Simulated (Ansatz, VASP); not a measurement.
Two plane-wave programs on ZnS

INCAR

```
  PREC = Accurate
  ENCUT = 520
  EDIFF = 1E-7
  ISMEAR = 0
  SIGMA = 0.01
  LREAL = False
  LASPH = True
  NELM = 80
  ALGO = Normal
  ISIF = 2
  LWAVE = False
  LCHARG = False
  GGA = PE
  NBANDS = 16
```

Contents of KPOINTS:

```
regular mesh
0
Gamma
  8 8 8
```

The input POSCAR:

```
ZnS
1.0
    3.8212050000      0.0000000000      0.0000000000
    1.9106025000      3.3092606031      0.0000000000
    1.9106025000      1.1030868677      3.1200008175
Zn S
1 1
Direct
    0.2500000000      0.2500000000      0.2500000000
    0.0000000000      0.0000000000      0.0000000000
```

Input for Ansatz:

```yaml
crystal:
  lattice:
    a: 3.821205
    b: 3.821205
    c: 3.821205
    alpha: 60.0
    beta: 60.0
    gamma: 60.0
  atoms:
    - { symbol: Zn, position: [0.25, 0.25, 0.25] }
    - { symbol: S, position: [0.0, 0.0, 0.0] }
kpoints:
  mp_grid:
    grid: [8, 8, 8]
scf:
  occupations:
    method: fixed
output:
  stress: true
```

Alike in both runs: task single point; functional PBE; k mesh 8 × 8 × 8; no spin polarisation.

|  | VASP | Ansatz |
| --- | --- | --- |
| version | VASP 6.6.1 | Ansatz 0.2.0 |
| potentials or method | VASP PAW PBE potentials, release 64 (Zn, S) | plane waves, PAW |
| plane-wave cutoff (eV) | 520 | 420 |
| occupations | gaussian, width 0.01 eV | fixed |
| valence electrons in the cell | 18 | 18 |

VASP gave:

```
pressure (GPa) : 1.8
```

Problem. Which values does Ansatz return?

Solution. Pressure (GPa): 1.6.
